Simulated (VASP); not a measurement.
# Si5Ni2 in VASP: single point with PBEsol

Aim: the single point of Si5Ni2 with PBEsol.

All numbers are computed with VASP 6.6.1; they aren't measurements. Logs are shortened: lines on timing, memory, paths and dates and some standing lists are left out, and cuts for length are marked.

### 1 The cell of the first run

The cell holds a slab with vacuum, 14 atoms: a = 3.812 Å, b = 3.812 Å, c = 29.007 Å, α = 90.00°, β = 90.00°, γ = 120.00°.

### 2 Single point, PBEsol (atoms taken out)

The input, INCAR:

```
ALGO = Normal ; DIPOL = 0.5 0.5 0.500
EDIFF = 1E-6 ; ENCUT = 520
GGA = PS ; IDIPOL = 3
ISIF = 2 ; ISMEAR = 0
LASPH = T ; LCHARG = F
LDIPOL = T ; LREAL = F
LWAVE = F ; NBANDS = 53
NELM = 80 ; PREC = Accurate
SIGMA = 0.1
```

The input, KPOINTS:

```
k-points
0
Gamma
  9 9 1
```

The input, POSCAR:

```
Si5Ni2
1.0
    3.8123023599      0.0000000000      0.0000000000
   -1.9061511800      3.3015506906      0.0000000000
    0.0000000000      0.0000000000     29.0072932906
Si Ni
10 4
Direct
    0.6666666667      0.3333333333      0.2585556648
    0.0000000000      0.0000000000      0.3122099615
    0.3333333333      0.6666666667      0.3658642582
    0.6666666667      0.3333333333      0.4195185549
    0.0000000000      0.0000000000      0.4731728516
    0.3333333333      0.6666666667      0.5268271484
    0.6666666667      0.3333333333      0.5804814451
    0.0000000000      0.0000000000      0.6341357418
    0.3333333333      0.6666666667      0.6877900385
    0.6666666667      0.3333333333      0.7414443352
    0.6666666667      0.3333333333      0.3390371098
    0.3333333333      0.6666666667      0.4463457033
    0.0000000000      0.0000000000      0.5536542967
    0.6666666667      0.3333333333      0.6609628902
```

Potentials or basis: VASP PAW PBE potentials, release 64 (Si, Ni).

Started as:

```bash
$ cat potpaw_PBE.64/Si/POTCAR potpaw_PBE.64/Ni/POTCAR > POTCAR
$ mpirun -np 1 vasp_std > vasp.out
```

OUTCAR:

```text
EDIFF = 1E-6
   ENCUT = 520
   GGA = PS
   ISIF = 2
   ISMEAR = 0
   LASPH = T
   LREAL = F
   NELM = 80
   PREC = Accurate

 ion  position               nearest neighbor table
   1  0.667  0.333  0.259-  11 2.33   2 2.70   2 2.70   2 2.70
   2  0.000  0.000  0.312-  11 2.33  11 2.33  11 2.33   3 2.70   1 2.70   3 2.70   1 2.70   3 2.70
                             1 2.70
   3  0.333  0.667  0.366-  11 2.33  11 2.33  12 2.33  11 2.33   4 2.70   4 2.70   2 2.70   2 2.70
                             2 2.70   4 2.70
   4  0.667  0.333  0.420-  12 2.33  12 2.33  11 2.33  12 2.33   3 2.70   3 2.70   5 2.70   5 2.70
                             5 2.70   3 2.70
   5  0.000  0.000  0.473-  12 2.33  12 2.33  12 2.33  13 2.33   4 2.70   4 2.70   4 2.70   6 2.70
                             6 2.70   6 2.70
   6  0.333  0.667  0.527-  13 2.33  13 2.33  13 2.33  12 2.33   7 2.70   7 2.70   7 2.70   5 2.70
                             5 2.70   5 2.70
   7  0.667  0.333  0.580-  13 2.33  13 2.33  13 2.33  14 2.33   6 2.70   6 2.70   8 2.70   8 2.70
                             8 2.70   6 2.70
   8  0.000  0.000  0.634-  14 2.33  14 2.33  14 2.33  13 2.33   9 2.70   7 2.70   9 2.70   7 2.70
                             9 2.70   7 2.70
   9  0.333  0.667  0.688-  14 2.33  14 2.33  14 2.33  10 2.70  10 2.70   8 2.70   8 2.70   8 2.70
                            10 2.70
  10  0.667  0.333  0.741-  14 2.33   9 2.70   9 2.70   9 2.70
  11  0.667  0.333  0.339-   1 2.33   2 2.33   2 2.33   2 2.33   3 2.33   3 2.33   4 2.33   3 2.33

  12  0.333  0.667  0.446-   5 2.33   5 2.33   5 2.33   4 2.33   4 2.33   3 2.33   6 2.33   4 2.33

  13  0.000  0.000  0.554-   6 2.33   6 2.33   6 2.33   7 2.33   7 2.33   7 2.33   8 2.33   5 2.33

  14  0.667  0.333  0.661-  10 2.33   9 2.33   9 2.33   9 2.33   8 2.33   8 2.33   8 2.33   7 2.33

  LATTYP: Found a hexagonal cell.
 ALAT       =     3.8123023599
 C/A-ratio  =     7.6088648151

  Lattice vectors:

 A1 = (   3.8123023599,   0.0000000000,   0.0000000000)
 A2 = (  -1.9061511800,   3.3015506906,   0.0000000000)
 A3 = (   0.0000000000,   0.0000000000,  29.0072932906)

Analysis of symmetry for initial positions (statically):
=====================================================================
 Subroutine PRICEL returns:
 Original cell was already a primitive cell.

 Routine SETGRP: Setting up the symmetry group for a
 hexagonal supercell.

 Subroutine GETGRP returns: Found 12 space group operations
 (whereof  6 operations were pure point group operations)
 out of a pool of 24 trial point group operations.

The static configuration has the point symmetry C_3v.
 The point group associated with its full space group is D_3d.

Analysis of symmetry for dynamics (positions and initial velocities):
=====================================================================
 Subroutine PRICEL returns:
 Original cell was already a primitive cell.

 Routine SETGRP: Setting up the symmetry group for a
 hexagonal supercell.

 Subroutine GETGRP returns: Found 12 space group operations
 (whereof  6 operations were pure point group operations)
 out of a pool of 24 trial point group operations.

The dynamic configuration has the point symmetry C_3v.
 The point group associated with its full space group is D_3d.

 Subroutine INISYM returns: Found 12 space group operations
 (whereof  6 operations are pure point group operations),
 and found     1 'primitive' translations

----------------------------------------------------------------------------------------

                                     Primitive cell

  volume of cell :     365.1006

  direct lattice vectors                    reciprocal lattice vectors
     3.812302360  0.000000000  0.000000000     0.262308680  0.151443987  0.000000000
    -1.906151180  3.301550691  0.000000000     0.000000000  0.302887974  0.000000000
     0.000000000  0.000000000 29.007293291     0.000000000  0.000000000  0.034474089

  length of vectors
     3.812302360  3.812302360 29.007293291     0.302887974  0.302887974  0.034474089

  position of ions in fractional coordinates (direct lattice)
     0.666666667  0.333333333  0.258555665
     0.000000000  0.000000000  0.312209962
[... 53 lines left out ...]

 Found     12 irreducible k-points:

 Following reciprocal coordinates:
            Coordinates               Weight
  0.000000  0.000000  0.000000      1.000000
  0.111111  0.000000  0.000000      6.000000
  0.222222  0.000000  0.000000      6.000000
  0.333333  0.000000  0.000000      6.000000
  0.444444  0.000000  0.000000      6.000000
  0.111111  0.111111  0.000000      6.000000
  0.222222  0.111111  0.000000     12.000000
  0.333333  0.111111  0.000000     12.000000
  0.444444  0.111111  0.000000      6.000000
  0.222222  0.222222  0.000000      6.000000
  0.333333  0.222222  0.000000     12.000000
  0.333333  0.333333  0.000000      2.000000
   k-points           NKPTS =     12   k-points in BZ     NKDIM =     12   number of bands    NBANDS=     53
   number of dos      NEDOS =    301   number of ions     NIONS =     14
   total plane-waves  NPLWV = 169344
   dimension x,y,z NGX =    28 NGY =   28 NGZ =  216
   dimension x,y,z NGXF=    56 NGYF=   56 NGZF=  432
   ions per type =              10   4
   NGX,Y,Z   is equivalent  to a cutoff of  12.21, 12.21, 12.38 a.u.
   NGXF,Y,Z  is equivalent  to a cutoff of  24.42, 24.42, 24.76 a.u.
 SYSTEM =  unknown system
   PREC   = accura    normal or accurate (medium, high low for compatibility)
   ISTART =      0    job   : 0-new  1-cont  2-samecut
   ICHARG =      2    charge: 1-file 2-atom 10-const
   ISPIN  =      1    spin polarized calculation?
   LNONCOLLINEAR =      F non collinear calculations
   LSORBIT =      F    spin-orbit coupling
   LASPH  =      T    aspherical Exc in radial PAW
   ENCUT  =  520.0 eV  38.22 Ry    6.18 a.u.   7.09  7.09 53.93*2*pi/ulx,y,z
   NELM   =     80;   NELMIN=  2; NELMDL= -5     # of ELM steps
   EDIFF  = 0.1E-05   stopping-criterion for ELM
   LREAL  =      F    real-space projection
   EDIFFG = 0.1E-04   stopping-criterion for IOM
   NSW    =      0    number of steps for IOM
   IBRION =     -1    ionic relax: 0-MD 1-quasi-New 2-CG
   NFREE  =      0    steps in history (QN), initial steepest desc. (CG)
   ISIF   =      2    stress and relaxation
   ISYM   =      2    0-nonsym 1-usesym 2-fastsym
   POTIM  = 0.5000    time-step for ionic-motion
   TEBEG  =    0.0;   TEEND  =   0.0 temperature during run
   PSTRESS=    0.0 pullay stress
   NELECT =      80.0000    total number of electrons
   NUPDOWN=      -1.0000    fix difference up-down
   EMIN   =  10.00;   EMAX   =-10.00  energy-range for DOS
   EFERMI =   0.00;   METHOD = LEGACY
   ISMEAR =     0;   SIGMA  =   0.10  broadening in eV -4-tet -1-fermi 0-gaus
   EFERMI_NEDOS =   21; number of points for ismear=-14 and -15
   IALGO  =     38    algorithm
   IMIX   =      4    mixing-type and parameters
     AMIX     =   0.40;   BMIX     =  1.00
     AMIX_MAG =   1.60;   BMIX_MAG =  1.00
  volume/ion in A,a.u.               =      26.08       175.99
  Fermi-wavevector in a.u.,A,eV,Ry     =   0.986963  1.865089 13.253367  0.974095
  Thomas-Fermi vector in A             =   2.118382
   LORBIT       =      0    0 simple, 1 ext, 2 COOP (PROOUT), +10 PAW based schemes
   GGA     = PS    functional components
   LHFCALC =     F    Hartree Fock is set to
   AEXX    =    0.0000 exact exchange contribution
   IVDW    =     0    specifies the selected vdW correction
   LEPSILON=     F    determine dielectric tensor
   LRPA    =     F    only Hartree local field effects (RPA)
 non-spin polarized calculation
 Gauss-broadening in eV      SIGMA  =   0.10
  energy-cutoff  :      520.00
  volume of cell :      365.10
 maximum number of plane-waves:      9885
   NGX = 15   NGY = 15   NGZ =107

 dipolmoment           0.000000      0.000000      0.000000 electrons x Angstroem

 number of electron      80.0000009 magnetization

 dipolmoment           0.000000      0.000000     -0.000001 electrons x Angstroem

 Free energy of the ion-electron system (eV)
  ---------------------------------------------------
  ext. energy  EPLUGINS =         0.00000000
  ---------------------------------------------------
  free energy    TOTEN  =       -84.76816283 eV

  energy without entropy =      -84.75136054  energy(sigma->0) =      -84.75976169

 E-fermi :   2.7919     XC(G=0):  -6.7267

 val. band max:        2.7883806915   @ k =   0.3333   0.0000   0.0000
 cond. band min:       2.8449997983   @ k =   0.1111   0.1111   0.0000
 fundamental gap:      0.0566191068
 Fermi energy:         2.7918756123

 k-point     1 :       0.0000    0.0000    0.0000
  band No.  band energies     occupation
      1     -10.8987      2.00000
      2     -10.3579      2.00000
      3      -9.5732      2.00000
      4      -8.5959      2.00000
      5      -7.0615      2.00000
      6      -6.0485      2.00000
[... 649 lines left out ...]
     51       6.9386      0.00000
     52       7.7544      0.00000
 [bands above 52 left out]

------------------------ aborting loop because EDIFF is reached ----------------------------------------

 vacuum level on the upper side and lower side of the slab       (xc-potential included)        -0.194        -0.194

  FORCE on cell =-STRESS in cart. coord.  units (eV):
  Direction    XX          YY          ZZ          XY          YZ          ZX
  --------------------------------------------------------------------------------------
  -------------------------------------------------------------------------------------
  Total       -6.5829594     -6.5829594      1.2285035      0.0000000      0.0000000      0.0000000
  in kB      -28.8881179    -28.8881179      5.3910639      0.0000000      0.0000000      0.0000000
  external PRESSURE =     -17.4617240 kB  Pullay stress =       0.0000000 kB

 VOLUME and BASIS-vectors are now :
 -----------------------------------------------------------------------------
  energy-cutoff  :      520.00
  volume of cell :      365.10
      direct lattice vectors                 reciprocal lattice vectors
     3.812302360  0.000000000  0.000000000     0.262308680  0.151443987  0.000000000
    -1.906151180  3.301550691  0.000000000     0.000000000  0.302887974  0.000000000
     0.000000000  0.000000000 29.007293291     0.000000000  0.000000000  0.034474089

 POSITION                                       TOTAL-FORCE (eV/Angst)
 -----------------------------------------------------------------------------------
      1.90615      1.10052      7.50000         0.000000     -0.000000      0.240345
      0.00000      0.00000      9.05637        -0.000000      0.000000     -1.122919
     -0.00000      2.20103     10.61273         0.000000     -0.000000      0.177796
      1.90615      1.10052     12.16910         0.000000      0.000000     -0.040953
      0.00000      0.00000     13.72546         0.000000     -0.000000      0.001759
     -0.00000      2.20103     15.28183        -0.000000     -0.000000     -0.001759
      1.90615      1.10052     16.83820         0.000000     -0.000000      0.040953
      0.00000      0.00000     18.39456        -0.000000      0.000000     -0.177796
     -0.00000      2.20103     19.95093         0.000000     -0.000000      1.122919
      1.90615      1.10052     21.50729         0.000000     -0.000000     -0.240345
      1.90615      1.10052      9.83455        -0.000000     -0.000000      0.655678
     -0.00000      2.20103     12.94728        -0.000000     -0.000000      0.097656
      0.00000      0.00000     16.06001         0.000000     -0.000000     -0.097656
      1.90615      1.10052     19.17274        -0.000000      0.000000     -0.655678
 -----------------------------------------------------------------------------------
    total drift:                               -0.000002      0.000001      0.000000

  FREE ENERGIE OF THE ION-ELECTRON SYSTEM (eV)
  ---------------------------------------------------
  free  energy   TOTEN  =       -84.7681628341 eV

  energy  without entropy=      -84.7513605447  energy(sigma->0) =      -84.75976169

 vacuum level on the upper side and lower side of the slab         7.678         7.678
```

Wall time 16 min (1 thread of Intel Xeon 8259CL, shared host); peak memory 0.53 GiB.

What came out:

```yaml
Free_energy: -84.7682 eV
Largest_force: 1.123 eV/Å
Band_gap_on_the_k_mesh: zero (bands 40 and 41 overlap by 1.89 eV)
```

Forces in eV/Å, atoms in the order of the input:
```
Si   0.000  0.000  0.240
Si   0.000  0.000 -1.123
Si   0.000  0.000  0.178
Si   0.000  0.000 -0.041
Si   0.000  0.000  0.002
Si   0.000  0.000 -0.002
Si   0.000  0.000  0.041
Si   0.000  0.000 -0.178
Si   0.000  0.000  1.123
Si   0.000  0.000 -0.240
Ni   0.000  0.000  0.656
Ni   0.000  0.000  0.098
Ni   0.000  0.000 -0.098
Ni   0.000  0.000 -0.656
```

Caveat: the cell differs from its parent crystal (atoms taken out); the PAW data sets were made with another functional, which shifts forces and pressure a little.
